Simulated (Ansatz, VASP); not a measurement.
**One calculation of Cs2Cd, two programs**

The input INCAR:

```
SYSTEM = Cs2Cd
PREC = Accurate
ENCUT = 520
EDIFF = 1E-6
ISMEAR = 0
SIGMA = 0.1
LREAL = .FALSE.
LASPH = .TRUE.
NELM = 80
ALGO = Normal
ISIF = 2
LWAVE = .FALSE.
LCHARG = .FALSE.
GGA = PE
NBANDS = 22
```

File KPOINTS:

```
Automatic mesh
0
G
  4 4 4
  0 0 0
```

File POSCAR:

```
Cs2Cd
1.0
    0.0000000000      4.1345174900      4.1345174900
    4.1345174900      0.0000000000      4.1345174900
    4.1345174900      4.1345174900      0.0000000000
Cs Cd
2 1
Direct
    0.2500000000      0.2500000000      0.2500000000
    0.7500000000      0.7500000000      0.7500000000
    0.5000000000      0.5000000000      0.5000000000
```

Input for Ansatz:

```yaml
crystal:
  lattice:
    - [0.0, 4.13451749, 4.13451749]
    - [4.13451749, 0.0, 4.13451749]
    - [4.13451749, 4.13451749, 0.0]
  atoms:
    - { symbol: Cs, position: [0.25, 0.25, 0.25] }
    - { symbol: Cs, position: [0.75, 0.75, 0.75] }
    - { symbol: Cd, position: [0.5, 0.5, 0.5] }
basis:
  ecutwfc: 420
kpoints:
  mp_grid: { grid: [4, 4, 4] }
hamiltonian:
  xc: pbe
scf:
  occupations: { method: gaussian, width: 0.1 }
  lower_state_search: "off"
output:
  forces: true
  stress: true
  eigenvalues: true
```

Alike in both runs: task single point; functional PBE; k mesh 4 × 4 × 4; occupations gaussian, width 0.1 eV; no spin polarisation.

|  | VASP | Ansatz |
| --- | --- | --- |
| version | VASP 6.6.1 | Ansatz 0.2.0 |
| potentials or method | VASP PAW PBE potentials, release 64 (Cs_sv, Cd), cutoff 520 eV | scalar-relativistic, plane waves, PAW |
| valence electrons in the cell | 30 | 38 |

|  | VASP | Ansatz | Ansatz less VASP |
| --- | --- | --- | --- |
| gap on the k mesh at the Fermi level (eV) | none | none | - |
| pressure (GPa) | 4.0 | 4.0 | -0.04 |

A gap of «none» marks a metal or a gap that the smearing closes. The functional is the same, so the differences come from potentials, cutoffs and numerics. VASP's potentials hold 30 valence electrons a cell and Ansatz's 38, so a difference there can come from the potentials and not from the codes.

Spin-orbit coupling is off throughout.
